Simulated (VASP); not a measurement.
Runs of VASP 6.6.1 on WSe2. The structure is that of space group P-3m1 (No. 164), or close to it. The cells are those of the table. 

| cell | gap on the mesh (eV) | pressure (GPa) | largest force (eV/Å) |
| --- | --- | --- | --- |
| a = 3.271, b = 3.271, c = 13.971 Å, angles 90.0, 90.0, 60.0°, 6 atoms | 1.32 | 0.3 | 0.07 |
| a = 3.271, b = 3.271, c = 19.221 Å, angles 90.0, 90.0, 60.0°, 6 atoms | 1.51 | - | 0.07 |
| a = 3.271, b = 3.271, c = 12.921 Å, angles 90.0, 90.0, 60.0°, 6 atoms | 1.00 | (b) | (c) |
| a = 3.271, b = 3.271, c = 13.471 Å, angles 90.0, 90.0, 60.0°, 6 atoms | 1.21 | 0.3 | (a) |
| a = 3.271, b = 3.271, c = 16.221 Å, angles 90.0, 90.0, 60.0°, 6 atoms | 1.49 | 0.3 | 0.07 |

Alike in all rows: task single point; level PBEsol; potentials or basis VASP PAW PBE potentials, release 64 (W_sv, Se); no spin polarisation; k mesh 9 × 9 × 2; cutoff (eV) 520; smearing gaussian 0.05 eV.

Q: Estimate the missing entries.

A: (a) 0.08; (b) 0.8; (c) 0.06.

Caveats: the PAW data sets were made with another functional, which shifts forces and pressure a little; spin-orbit coupling is left out, which moves the levels of the heavy elements; this functional lacks dispersion, which binds the layers, so the pressure and a relaxed spacing across them are unreliable (some runs).

A k mesh can miss the band edges, and the runs leave out spin-orbit coupling on Se, W.
